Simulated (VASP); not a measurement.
**InSb: relaxation of cell and atoms with PBE**

InSb:

```
In Sb
1.0
     0.00000    3.23910    3.23910
     3.23910    0.00000    3.23910
     3.23910    3.23910    0.00000
In Sb
1 1
Direct
  0.00000 0.00000 0.00000
  0.25000 0.25000 0.25000
```

```yaml
Program: VASP 6.6.1
Task: relaxation of cell and atoms
Functional: PBE
Potentials_or_basis: VASP PAW PBE potentials, release 64 (In_d, Sb)
Cutoff: 600 eV
k_mesh: 6 × 6 × 6
Occupations: fermi-dirac, width 0.02 eV
Spin: no spin polarisation
Dipole_correction: no
Further_INCAR_settings: ALGO = Normal; EDIFF = 1e-07; IBRION = 2; EDIFFG = -0.005; NSW = 80; ISIF = 3
```

```yaml
Relaxed_volume: 36.55 Å³/atom
Relaxed_cell: a = 4.693 Å, b = 4.693 Å, c = 4.693 Å, α = 60.00°, β = 60.00°, γ = 60.00°
Space_group_after_relaxing_to_0.1_Å: F-43m (No. 216)
Energy_gained_by_relaxing: 24.0 meV/atom
Ionic_steps: 3
Pressure_after_relaxing: 0.0 GPa
Band_gap_on_the_k_mesh: zero (filled and empty bands touch)
```

The path:
```tsv
step	energy change (eV)	largest force (eV/Å)	pressure (GPa)	volume (Å³)
1	0.0000	0.0000	3.22	67.97
2	-0.0432	0.0000	-0.84	74.91
3	-0.0480	0.0000	0.01	73.09
```

Final structure:
```xyz
2
Lattice="0.0000 3.3185 3.3185 3.3185 0.0000 3.3185 3.3185 3.3185 0.0000" Properties=species:S:1:pos:R:3 pbc="T T T"
In    0.0000    0.0000    0.0000
Sb    1.6593    1.6593    1.6593
```

Levels at points of the mesh, in eV from the Fermi level:
```tsv
k point	band 7	band 8	band 9	band 10	band 11	band 12
(0.00, 0.00, 0.00)	-0.61	-0.01	-0.01	-0.01	2.95	2.95
(0.50, 0.00, 0.00)	-5.32	-0.92	-0.92	0.40	3.78	3.78
(0.50, 0.50, 0.00)	-5.64	-2.05	-2.05	1.34	1.45	7.71
```

Wall time 49 s on 1 thread of AMD EPYC 7R13 Processor (Zen 3) (shared host), peak memory 0.21 GiB.

Caveat: semilocal functionals underestimate gaps, and a narrow one can read as zero; spin-orbit coupling is left out, which moves the levels of the heavy elements. Zero-point motion and thermal expansion aren't in these numbers.
